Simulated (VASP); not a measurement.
# Fe (P6_3/mmc) in VASP: notebook

Runs on Fe. Level: PBEsol. Tasks: single point.

Program: VASP 6.6.1. These are calculated values, not measurements. Logs are shortened: lines on timing, memory, paths and dates and some standing lists are left out, and cuts for length are marked.

**1. The cell of the first run**

It takes space group P6_3/mmc (No. 194, hexagonal). Conventional cell: a = 2.043 Å, b = 2.043 Å, c = 3.260 Å, α = 90.00°, β = 90.00°, γ = 120.00°. Within 2.7 Å of Fe (site symmetry -6m2) lie 12 Fe at 2.01 to 2.04 Å.

**2. Single point, PBEsol, collinear spin, ferromagnetic start (volume scaled by 0.6)**

File INCAR:

```
ALGO     = Normal         # electronic algorithm
EDIFF    = 1E-6           # SCF threshold, eV
ENCUT    = 600            # plane-wave cutoff, eV
GGA      = PS             # functional
GGA_COMPAT= F            
ISIF     = 2              # what is computed and relaxed
ISMEAR   = -1             # smearing method
ISPIN    = 2              # spin polarisation
LASPH    = T              # aspherical terms in the spheres
LCHARG   = F              # write CHGCAR
LMAXMIX  = 4              # l up to which the mixer works
LORBIT   = 11             # projections on sites
LREAL    = F              # projectors in reciprocal space
LWAVE    = F              # write WAVECAR
MAGMOM   = 2.5 2.5        # initial moments
NBANDS   = 19             # bands
NELM     = 200            # most SCF steps
PREC     = Accurate       # precision mode
SIGMA    = 0.08           # smearing width, eV
```

File KPOINTS:

```
k-points
0
Gamma
  19 19 11
```

File POSCAR:

```
Fe
1.0
    2.0429740812      0.0000000000      0.0000000000
   -1.0214870406      1.7692674536      0.0000000000
    0.0000000000      0.0000000000      3.2601428110
Fe
2
Direct
    0.3333333333      0.6666666667      0.2500000000
    0.6666666667      0.3333333333      0.7500000000
```

Potentials or basis: VASP PAW PBE potentials, release 64 (Fe).

Launch:

```sh
> cat potpaw_PBE.64/Fe/POTCAR > POTCAR
> mpirun -np 1 vasp_std > vasp.out
```

OUTCAR:

```text
EDIFF = 1E-6
   ENCUT = 600
   GGA = PS
   ISIF = 2
   ISMEAR = -1
   ISPIN = 2
   LASPH = T
   LORBIT = 11
   LREAL = F
   NELM = 200
   PREC = Accurate

 ion  position               nearest neighbor table
   1  0.333  0.667  0.250-   2 2.01   2 2.01   2 2.01   2 2.01   2 2.01   2 2.01   2 2.87   2 2.87
                             2 2.87   2 2.87   2 2.87   2 2.87
   2  0.667  0.333  0.750-   1 2.01   1 2.01   1 2.01   1 2.01   1 2.01   1 2.01   1 2.87   1 2.87
                             1 2.87   1 2.87   1 2.87   1 2.87

  LATTYP: Found a hexagonal cell.
 ALAT       =     2.0429740812
 C/A-ratio  =     1.5957827566

  Lattice vectors:

 A1 = (   2.0429740812,   0.0000000000,   0.0000000000)
 A2 = (  -1.0214870406,   1.7692674536,   0.0000000000)
 A3 = (   0.0000000000,   0.0000000000,   3.2601428110)

Analysis of symmetry for initial positions (statically):
=====================================================================
 Subroutine PRICEL returns:
 Original cell was already a primitive cell.

 Routine SETGRP: Setting up the symmetry group for a
 hexagonal supercell.

 Subroutine GETGRP returns: Found 24 space group operations
 (whereof 12 operations were pure point group operations)
 out of a pool of 24 trial point group operations.

The static configuration has the point symmetry D_3d.
 The point group associated with its full space group is D_6h.

Analysis of symmetry for dynamics (positions and initial velocities):
=====================================================================
 Subroutine PRICEL returns:
 Original cell was already a primitive cell.

 Routine SETGRP: Setting up the symmetry group for a
 hexagonal supercell.

 Subroutine GETGRP returns: Found 24 space group operations
 (whereof 12 operations were pure point group operations)
 out of a pool of 24 trial point group operations.

The dynamic configuration has the point symmetry D_3d.
 The point group associated with its full space group is D_6h.

Analysis of structural, dynamic, and magnetic symmetry:
=====================================================================
 Subroutine PRICEL returns:
 Original cell was already a primitive cell.

 Routine SETGRP: Setting up the symmetry group for a
 hexagonal supercell.

 Subroutine GETGRP returns: Found 24 space group operations
 (whereof 12 operations were pure point group operations)
 out of a pool of 24 trial point group operations.

The overall configuration has the point symmetry D_3d.
 The point group associated with its full space group is D_6h.

 Subroutine INISYM returns: Found 24 space group operations
 (whereof 12 operations are pure point group operations),
[... 120 lines left out ...]
   LORBIT       =     11    0 simple, 1 ext, 2 COOP (PROOUT), +10 PAW based schemes
   GGA     = PS    functional components
   LHFCALC =     F    Hartree Fock is set to
   AEXX    =    0.0000 exact exchange contribution
   IVDW    =     0    specifies the selected vdW correction
   LEPSILON=     F    determine dielectric tensor
   LRPA    =     F    only Hartree local field effects (RPA)
 spin polarized calculation
  energy-cutoff  :      600.00
  volume of cell :       11.78
 maximum number of plane-waves:       406
   NGX =  9   NGY =  9   NGZ = 13

 number of electron      15.9999996 magnetization      -0.0122469

 number of electron      15.9999996 magnetization       0.0000012

 Free energy of the ion-electron system (eV)
  ---------------------------------------------------
  ext. energy  EPLUGINS =         0.00000000
  ---------------------------------------------------
  free energy    TOTEN  =        -9.94064000 eV

  energy without entropy =       -9.91804532  energy(sigma->0) =       -9.92934266

 E-fermi :  15.0640     XC(G=0): -17.4316

 val. band max:       15.0595428330   @ k =   0.3158   0.2105   0.2727
 cond. band min:      15.0657915279   @ k =   0.2632   0.0526   0.1818
 fundamental gap:      0.0062486950
 Fermi energy:        15.0640054782

 spin component 1

 k-point     1 :       0.0000    0.0000    0.0000
  band No.  band energies     occupation
      1       3.2018      1.00000
      2       5.5611      1.00000
      3      11.2457      1.00000
      4      11.2457      1.00000
      5      11.4613      1.00000
      6      12.3273      1.00000
[... 517 lines left out ...]
     18      45.0334      0.00000
     19      51.4343      0.00000

 [... further k-points ...]

 spin component 2

 k-point     1 :       0.0000    0.0000    0.0000
  band No.  band energies     occupation
      1       3.2017      1.00000
      2       5.5610      1.00000
      3      11.2457      1.00000
      4      11.2457      1.00000
      5      11.4613      1.00000
      6      12.3273      1.00000
[... 517 lines left out ...]
     18      45.0334      0.00000
     19      51.4343      0.00000

 [... further k-points ...]

------------------------ aborting loop because EDIFF is reached ----------------------------------------

  FORCE on cell =-STRESS in cart. coord.  units (eV):
  Direction    XX          YY          ZZ          XY          YZ          ZX
  --------------------------------------------------------------------------------------
  -------------------------------------------------------------------------------------
  Total       37.8776640     37.8776640     37.6920363      0.0000000     -0.0000000      0.0000000
  in kB     5149.9237624   5149.9237624   5124.6854389      0.0000000     -0.0000000      0.0000000
  external PRESSURE =    5141.5109879 kB  Pullay stress =       0.0000000 kB

 VOLUME and BASIS-vectors are now :
 -----------------------------------------------------------------------------
  energy-cutoff  :      600.00
  volume of cell :       11.78
      direct lattice vectors                 reciprocal lattice vectors
     2.042974081  0.000000000  0.000000000     0.489482470  0.282602836  0.000000000
    -1.021487041  1.769267454  0.000000000     0.000000000  0.565205672  0.000000000
     0.000000000  0.000000000  3.260142811     0.000000000  0.000000000  0.306735029

 POSITION                                       TOTAL-FORCE (eV/Angst)
 -----------------------------------------------------------------------------------
     -0.00000      1.17951      0.81504         0.000000     -0.000000      0.000000
      1.02149      0.58976      2.44511        -0.000000      0.000000      0.000000
 -----------------------------------------------------------------------------------
    total drift:                                0.000000     -0.000000     -0.000000

  FREE ENERGIE OF THE ION-ELECTRON SYSTEM (eV)
  ---------------------------------------------------
  free  energy   TOTEN  =        -9.9406399976 eV

  energy  without entropy=       -9.9180453232  energy(sigma->0) =       -9.92934266

 total charge

# of ion       s       p       d       tot
------------------------------------------
    1        0.910   1.395   7.444   9.749
    2        0.910   1.395   7.444   9.749
--------------------------------------------------
tot          1.819   2.791  14.888  19.498

 magnetization (x)

# of ion       s       p       d       tot
------------------------------------------
    1        0.000  -0.000  -0.000  -0.000
    2        0.000  -0.000  -0.000  -0.000
--------------------------------------------------
tot          0.000  -0.000  -0.000  -0.000
```

stdout:

```text
POSCAR found type information on POSCAR Fe
 POSCAR found :  1 types and       2 ions
 scaLAPACK will be used
 -----------------------------------------------------------------------------
|                                                                             |
|                                                                             |
|     You enforced a specific xc type in the INCAR file but a different       |
|     I HOPE YOU KNOW WHAT YOU ARE DOING!                                     |
|                                                                             |
 -----------------------------------------------------------------------------

 LDA part: xc-table for (Slater+PW92), standard interpolation
 POSCAR, INCAR and KPOINTS ok, starting setup
 FFT: planning ... GRIDC
 FFT: planning ... GRID_SOFT
 FFT: planning ... GRID
 WAVECAR not read
 entering main loop
```

It took 66 s on 1 thread of Intel Xeon 6975P-C, shared host; peak memory 0.21 GiB.

What came out:

```yaml
Free_energy: -9.9406 eV
Pressure: 514.2 GPa
Band_gap_on_the_k_mesh: zero (filled and empty bands overlap)
Net_moment: 0.00 μB per cell
```

Caveat: the starting moments collapsed, and a magnetic state may lie lower; the PAW data sets were made with another functional, which shifts forces and pressure a little.

**3. Single point, PBEsol, collinear spin, ferromagnetic start (volume scaled by 0.7)**

File INCAR:

```
PREC = Accurate
ENCUT = 600
EDIFF = 1E-6
ISMEAR = -1
SIGMA = 0.08
LREAL = False
LASPH = True
NELM = 200
ALGO = Normal
ISIF = 2
LWAVE = False
LCHARG = False
ISPIN = 2
MAGMOM = 2.5 2.5
LORBIT = 11
LMAXMIX = 4
GGA = PS
NBANDS = 19
GGA_COMPAT = False
```

File KPOINTS:

```
Automatic mesh
0
Gamma
  19 19 11
```

File POSCAR:

```
Fe
1.0
    2.1523747754      0.0000000000      0.0000000000
   -1.0761873877      1.8640112340      0.0000000000
    0.0000000000      0.0000000000      3.4266783504
Fe
2
Direct
    0.3333333333      0.6666666667      0.2500000000
    0.6666666667      0.3333333333      0.7500000000
```

Potentials or basis: VASP PAW PBE potentials, release 64 (Fe).

Launch:

```sh
> cat potpaw_PBE.64/Fe/POTCAR > POTCAR
> mpirun -np 1 vasp_std > vasp.out
```

It took 55 s on 1 thread of Intel Xeon 6975P-C (Granite Rapids), shared host; peak memory 0.22 GiB.

The run converged. Its results:

```yaml
Free_energy: -14.5017 eV
Pressure: 256.8 GPa
Band_gap_on_the_k_mesh: zero (filled and empty bands overlap)
Net_moment: 0.00 μB per cell
```

Stress tensor (GPa, compression positive):
```
257.07   0.00   0.00
  0.00 257.07   0.00
  0.00   0.00 256.19
```

Levels at points of the mesh, in eV from the Fermi level:
Spin up:
```tsv
k point	band 5	band 6	band 7	band 8	band 9	band 10	band 11	band 12
(0.00, 0.00, 0.00)	-2.83	-2.15	-2.15	-1.46	-1.46	1.00	1.24	1.24
```
Spin down:
```csv
k point,band 4,band 5,band 6,band 7,band 8,band 9,band 10,band 11,band 12,band 13
"(0.00, 0.00, 0.00)",-3.01,-2.83,-2.15,-2.15,-1.46,-1.46,1.00,1.24,1.24,13.68
```

Caveat: the starting moments collapsed, and a magnetic state may lie lower; the PAW data sets were made with another functional, which shifts forces and pressure a little.
